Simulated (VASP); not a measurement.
Crystal: HfN.

```
Hf N
1.0
     0.00000    2.48713    2.48713
     2.48713    0.00000    2.48713
     2.48713    2.48713    0.00000
Hf N
1 1
Direct
  0.00000 0.00000 0.00000
  0.25000 0.25000 0.25000
```

Base run:

```yaml
Program: VASP 6.6.1
Functional: LDA
Potentials_or_basis: VASP PAW LDA potentials, release 64 (Hf_pv, N)
Cutoff: 520 eV
k_mesh: 9 × 9 × 9
Occupations: fermi-dirac, width 0.05 eV
Spin: no spin polarisation
```

Its results: pressure -16.3 GPa.

Problem. The run is repeated on the same cell with these changes: functional from LDA to PBEsol; potentials or basis from VASP PAW LDA potentials, release 64 (Hf_pv, N) to VASP PAW PBE potentials, release 64 (Hf_pv, N). What comes out?

Solution. Pressure -12.5 GPa.

Caveats: the PAW data sets were made with another functional, which shifts forces and pressure a little (some runs).
